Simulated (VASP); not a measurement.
Wanted: the native input for a VASP 6.6.1 run.

```
Task                   : single point
Functional             : PBE
Potentials or basis    : VASP PAW PBE potentials, release 64 (Fe_sv, O)
Cutoff                 : 700 eV
k mesh                 : 9 × 9 × 9
Occupations            : fermi-dirac, width 0.05 eV
Spin                   : collinear spin, ferromagnetic start
Starting moments       : [2.2, 0.0] μB
Fixed moment           : 2.2 μB
Dipole correction      : no
Further INCAR settings : ALGO = Normal; EDIFF = 1e-06; NBANDS = 22
```

The structure of FeO lies in POSCAR:

```
FeO
1.0
    0.0000000000      2.1554000000      2.1554000000
    2.1554000000      0.0000000000      2.1554000000
    2.1554000000      2.1554000000      0.0000000000
Fe O
1 1
Direct
    0.0000000000      0.0000000000      0.0000000000
    0.5000000000      0.5000000000      0.5000000000
```

These files were run (other wordings do the same):

INCAR

```
PREC = Accurate
ENCUT = 700
EDIFF = 1E-6
ISMEAR = -1
SIGMA = 0.05
LREAL = False
LASPH = True
NELM = 200
ALGO = Normal
ISIF = 2
LWAVE = False
LCHARG = True
ISPIN = 2
MAGMOM = 2.2 0
LORBIT = 11
NUPDOWN = 2.2
LMAXMIX = 4
GGA = PE
LELF = True
LVHAR = True
NBANDS = 22
GGA_COMPAT = False
```

KPOINTS

```
Automatic mesh
0
Gamma
  9 9 9
```

Potentials or basis: VASP PAW PBE potentials, release 64 (Fe_sv, O).

Run with:

```console
$ cat potpaw_PBE.64/Fe_sv/POTCAR potpaw_PBE.64/O/POTCAR > POTCAR
$ mpirun -np 1 vasp_std > vasp.out
```

It gave:

| Item | Value |
| --- | --- |
| Pressure | -18.6 GPa |
| Net moment | 2.20 μB per cell |
| Site moments | Fe +2.08; O -0.01 μB |
| Valence electrons inside the program's atomic spheres | Fe 13.69; O 4.94 |

Caveat: the cell stands under tension; the total moment is fixed, so each spin has its own Fermi level and the state may be an excited one; a cell with one magnetic atom can't hold antiferromagnetic order, which such compounds often take.

It took 34 s on 1 thread of AMD EPYC 9R45 96-Core Processor (Zen 5) (shared host), peak memory 0.16 GiB.
